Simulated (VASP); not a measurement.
Crystal: Be2ZnSe3.

```
Be Zn Se
1.0
     3.72514   -0.10215    0.00347
     0.20431   -7.64958   -0.04241
    -1.92112    1.91781   -8.02349
Be Zn Se
4 2 6
Cartesian
  0.0268 -3.8190 -2.7132
  0.0845 0.0007 -2.7888
  1.9655 -5.8200 -5.3142
  1.8743 -2.0449 -5.2816
  2.0201 -5.8303 -0.0612
  2.0150 -1.9578 0.0333
  0.1267 -5.7934 -1.6149
  0.1694 -1.8962 -1.5507
  0.0890 -5.7627 -6.5346
  0.0175 -1.9652 -6.5223
  1.9327 -3.8779 -4.0353
  1.8380 -0.0161 -3.9799
```

- Program: VASP 6.6.1
- Task: relaxation of cell and atoms
- Functional: PBE
- Potentials or basis: VASP PAW PBE potentials, release 64 (Be, Zn, Se)
- Cutoff: 600 eV
- k mesh: 4 × 2 × 4
- Occupations: gaussian, width 0.1 eV
- Spin: no spin polarisation

At the start: pressure 1.4 GPa; volume 19.06 Å³/atom.

Question: How do energy, volume and symmetry change on relaxing?

Answer: Over 14 steps the energy falls by 23.4 meV/atom and the volume is 19.38 Å³/atom (+1.7 %); space group P1 (No. 1, to 0.1 Å) before, I-4m2 (No. 119, to 0.1 Å).

Step by step:
| step | energy change (eV) | largest force (eV/Å) | pressure (GPa) | volume (Å³) |
| --- | --- | --- | --- | --- |
| 1 | 0.0000 | 1.1892 | 1.39 | 228.71 |
| 2 | -0.1899 | 0.3745 | -0.46 | 234.16 |
| 3 | -0.2028 | 0.3028 | -1.03 | 236.18 |
| 4 | -0.2485 | 0.2173 | -0.06 | 232.85 |
| 5 | -0.2523 | 0.2382 | 0.25 | 231.74 |
| 6 | -0.2621 | 0.1540 | 0.03 | 232.47 |
| 7 | -0.2646 | 0.1498 | -0.15 | 233.05 |
| 8 | -0.2700 | 0.0982 | -0.04 | 232.67 |
| 9 | -0.2718 | 0.1147 | 0.08 | 232.27 |
| 10 | -0.2766 | 0.0729 | 0.03 | 232.45 |
| 11 | -0.2791 | 0.0736 | -0.03 | 232.70 |
| 12 | -0.2808 | 0.0319 | 0.02 | 232.52 |
| 13 | -0.2808 | 0.0310 | 0.01 | 232.53 |
| 14 | -0.2811 | 0.0229 | -0.01 | 232.61 |

Final structure:
```
Be Zn Se
1.0
     3.79172   -0.00008   -0.00014
     0.00287   -7.58502    0.00145
    -1.89490    1.89832   -8.08808
Be Zn Se
4 2 6
Direct
  0.17363 0.58579 0.34447
  0.17055 0.08623 0.34399
  0.82756 0.91400 0.65543
  0.82764 0.41379 0.65624
  0.49809 0.75034 0.00013
  0.50255 0.24965 0.99976
  0.09432 0.79786 0.19175
  0.09780 0.29787 0.19133
  0.40410 0.95203 0.80819
  0.40408 0.45235 0.80886
  0.75117 0.62479 0.50011
  0.74851 0.12530 0.49974
```

Caveat: the k points lie up to 0.43 Å⁻¹ apart in the final cell.
